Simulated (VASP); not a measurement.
Write the native input for VASP 6.6.1 that does the following.

- Task: single point
- Functional: PBE
- Dispersion: D3(BJ)
- Potentials or basis: VASP PAW PBE potentials, release 64 (H, Pb_d, N, O)
- Cutoff: 600 eV
- k mesh: 3 × 5 × 3
- Occupations: fermi-dirac, width 0.05 eV
- Spin: no spin polarisation
- Dipole correction: no
- Further INCAR settings: ALGO = Normal; EDIFF = 1e-06; NBANDS = 57

The structure of HPbNO4 lies in POSCAR:

```
HPbNO4
1.0
    6.8587600000      0.0000000000     -0.0149100000
    0.0000000000      4.2286500000      0.0000000000
   -3.3751900000      0.0000000000      7.2819400000
H Pb N O
2 2 2 8
Direct
    0.2254900000      0.7500000000      0.5073000000
    0.7745100000      0.2500000000      0.4927000000
    0.3022900000      0.2500000000      0.2849400000
    0.6977100000      0.7500000000      0.7150600000
    0.2148400000      0.7500000000      0.8356700000
    0.7851600000      0.2500000000      0.1643300000
    0.3307800000      0.7500000000      0.4533800000
    0.4090900000      0.7500000000      0.8690100000
    0.1550800000      0.7500000000      0.9653700000
    0.0708300000      0.7500000000      0.6695500000
    0.6692200000      0.2500000000      0.5466100000
    0.5909100000      0.2500000000      0.1309900000
    0.8449200000      0.2500000000      0.0346300000
    0.9291700000      0.2500000000      0.3304500000
```

One way to write it, as run:

INCAR

```
SYSTEM = HPbNO4
PREC     = Accurate       ! precision mode
ENCUT    = 600            ! plane-wave cutoff, eV
EDIFF    = 1E-6           ! SCF threshold, eV
ISMEAR   = -1             ! smearing method
SIGMA    = 0.05           ! smearing width, eV
LREAL    = .False.        ! projectors in reciprocal space
LASPH    = .True.         ! aspherical terms in the spheres
NELM     = 120            ! most SCF steps
ALGO     = Normal         ! electronic algorithm
ISIF     = 2              ! what is computed and relaxed
LWAVE    = .False.        ! write WAVECAR
LCHARG   = .False.        ! write CHGCAR
GGA      = PE             ! functional
IVDW     = 12             ! dispersion correction
NBANDS   = 57             ! bands
GGA_COMPAT= .False.
```

KPOINTS

```
regular mesh
0
Gamma
  3 5 3
  0 0 0
```

Potentials or basis: VASP PAW PBE potentials, release 64 (H, Pb_d, N, O).

Launch:

```console
$ cat potpaw_PBE.64/H/POTCAR potpaw_PBE.64/Pb_d/POTCAR potpaw_PBE.64/N/POTCAR potpaw_PBE.64/O/POTCAR > POTCAR
$ mpirun -np 1 vasp_std > vasp.out
```

It gave:

| Item | Value |
| --- | --- |
| Pressure | 0.0 GPa |
| Largest force | 0.414 eV/Å |
| Band gap on the k mesh | 3.13 eV (least direct gap 3.28 eV) |
| Dispersion energy per atom | -0.101 eV |

Caveat: the standard files for N, O and F lose accuracy on very short bonds; three body term missing; spin-orbit coupling is left out, which moves the levels of the heavy elements; an odd mesh through Γ misses points on the zone boundary, where band edges can lie.

Run time: 3.8 min on 1 thread of Intel(R) Xeon(R) Platinum 8259CL CPU @ 2.50GHz (Skylake/Cascade Lake) (shared host), peak memory 0.46 GiB.
